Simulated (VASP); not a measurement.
Input of a VASP 6.6.1 run:

The input INCAR:

```
SYSTEM = P
PREC = Accurate
ENCUT = 520
EDIFF = 1E-7
ISMEAR = 0
SIGMA = 0.1
LREAL = .False.
LASPH = .True.
NELM = 80
ALGO = Normal
ISIF = 2
LWAVE = .False.
LCHARG = .False.
GGA = PE
NBANDS = 8
```

KPOINTS

```
Automatic mesh
0
Gamma
  6 6 6
  0 0 0
```

File POSCAR:

```
P
1.0
    1.2977133487     -2.3644405737      0.0000000000
    1.2977133487      2.3644405737      0.0000000000
    0.0000000000      0.0000000000      2.4526565307
P
1
Direct
    0.0000000000      0.0000000000      0.0000000000
```

Potentials or basis: VASP PAW PBE potentials, release 64 (P).

Launch:

```sh
$ cat potpaw_PBE.64/P/POTCAR > POTCAR
$ mpirun -np 1 vasp_std > vasp.out
```

What does it give for the pressure?

-0.1 GPa.

Estimate the band gap on the k mesh.

zero (an odd number of electrons rules out a gap without spin polarisation).

Stress tensor (GPa, compression positive):
```
-0.57  0.00  0.00
 0.00  0.05  0.00
 0.00  0.00  0.15
```

Caveat: the k points lie up to 0.46 Å⁻¹ apart, too coarse for converged energies and pressures of a metal.
